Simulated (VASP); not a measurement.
Input of a VASP 6.6.1 run:

INCAR

```
SYSTEM = Zn12H
PREC = Accurate
ENCUT = 520
EDIFF = 1E-6
ISMEAR = -1
SIGMA = 0.05
LREAL = .False.
LASPH = .True.
NELM = 100
ALGO = Normal
ISIF = 2
LWAVE = .False.
LCHARG = .False.
GGA = PS
NBANDS = 84
```

File KPOINTS:

```
regular mesh
0
Gamma
  3 2 3
  0 0 0
```

POSCAR

```
Zn12H
1.0
    5.3200000000      0.0000000000      0.0000000000
   -3.9900000000      6.9108830000      0.0000000000
    0.0000000000      0.0000000000      4.9369600000
Zn H
12 1
Direct
    0.0530011988      0.0602672625      0.0432654913
    0.1648987379      0.2357296455      0.5931787983
    0.0080812660      0.3530807858     -0.0075552567
    0.1092935871      0.5431433292      0.4820577845
    0.0087477705      0.7346962754     -0.0662958582
    0.1393809829      0.8934603581      0.5262347680
    0.5707122870      0.0276665080      0.0155156209
    0.6140201003      0.1962122640      0.4526874838
    0.5651646828      0.3397684493     -0.0146446396
    0.6537502676      0.5346494797      0.5167349948
    0.4928705760      0.6730254296      0.0577683433
    0.6421952156      0.8864858514      0.4490415154
    0.3870558597      0.6522900185      0.7311787011
```

Potentials or basis: VASP PAW PBE potentials, release 64 (Zn, H).

The run is started by

```sh
$ cat potpaw_PBE.64/Zn/POTCAR potpaw_PBE.64/H/POTCAR > POTCAR
$ mpirun -np 1 vasp_std > vasp.out
```

(1) Estimate the largest force.

(2) Predict the pressure.

Answers

(1) 1.700 eV/Å.

(2) 3.2 GPa.

Caveat: the k points lie up to 0.45 Å⁻¹ apart; the PAW data sets were made with another functional, which shifts forces and pressure a little.
